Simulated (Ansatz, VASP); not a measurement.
**Zr3Si2 in VASP and in Ansatz**

File INCAR:

```
PREC = Accurate
ENCUT = 520
EDIFF = 1E-6
ISMEAR = 0
SIGMA = 0.15
LREAL = False
LASPH = True
NELM = 80
ALGO = Fast
ISIF = 2
LWAVE = False
LCHARG = False
GGA = PS
NBANDS = 55
```

File KPOINTS:

```
Automatic mesh
0
Gamma
  6 6 12
```

The input POSCAR:

```
Zr3Si2
1.0
    7.0655778226      0.0000000000      0.0000000000
    0.0000000000      7.0655778226      0.0000000000
    0.0000000000      0.0000000000      3.6444907344
Zr Si
6 4
Direct
    0.1744786440      0.6744786440      0.5000000000
    0.8255213560      0.3255213560      0.5000000000
    0.3255213560      0.1744786440      0.5000000000
    0.6744786440      0.8255213560      0.5000000000
   -0.0673179571      0.0218189304      0.0000000000
    0.5000000000      0.5000000000      0.0000000000
    0.6223900172      0.1223900172      0.0000000000
    0.3776099828      0.8776099828      0.0000000000
    0.8776099828      0.6223900172      0.0000000000
    0.1223900172      0.3776099828      0.0000000000
```

Input for Ansatz:

```yaml
crystal:
  lattice:
    - [7.0655778226, 0.0, 0.0]
    - [0.0, 7.0655778226, 0.0]
    - [0.0, 0.0, 3.6444907344]
  atoms:
    - { symbol: Zr, position: [0.174478644, 0.674478644, 0.5] }
    - { symbol: Zr, position: [0.825521356, 0.325521356, 0.5] }
    - { symbol: Zr, position: [0.325521356, 0.174478644, 0.5] }
    - { symbol: Zr, position: [0.674478644, 0.825521356, 0.5] }
    - { symbol: Zr, position: [-0.0673179571, 0.0218189304, 0.0] }
    - { symbol: Zr, position: [0.5, 0.5, 0.0] }
    - { symbol: Si, position: [0.6223900172, 0.1223900172, 0.0] }
    - { symbol: Si, position: [0.3776099828, 0.8776099828, 0.0] }
    - { symbol: Si, position: [0.8776099828, 0.6223900172, 0.0] }
    - { symbol: Si, position: [0.1223900172, 0.3776099828, 0.0] }
basis:
  ecutwfc: 420
kpoints:
  mp_grid: { grid: [6, 6, 12] }
hamiltonian:
  xc: pbesol
scf:
  occupations: { method: gaussian, width: 0.15 }
output:
  forces: true
  stress: true
  eigenvalues: true
```

Alike in both runs: task single point; functional PBEsol; k mesh 6 × 6 × 12; occupations gaussian, width 0.15 eV; no spin polarisation.

|  | VASP | Ansatz |
| --- | --- | --- |
| version | VASP 6.6.1 | Ansatz 0.2.0 |
| potentials or method | VASP PAW PBE potentials, release 64 (Zr_sv, Si), cutoff 520 eV | scalar-relativistic, plane waves, PAW |
| valence electrons in the cell | 88 | 88 |

Ansatz gave:

* gap on the k mesh at the Fermi level (eV): none
* pressure (GPa): 3.5
* traceless stress, the component that is largest in VASP (GPa): 4.36
* rms of the force components (eV/Å): 1.655

Question: What did VASP give for the same quantities?

Answer: gap on the k mesh at the Fermi level (eV): none; pressure (GPa): 3.7; traceless stress, the component that is largest in VASP (GPa): 4.39; rms of the force components (eV/Å): 1.664.

VASP's potentials were made for PBE, not for PBEsol. Atom by atom the forces differ by 0.009 eV/Å (rms over components). A gap of «none» marks a metal or a gap that the smearing closes.
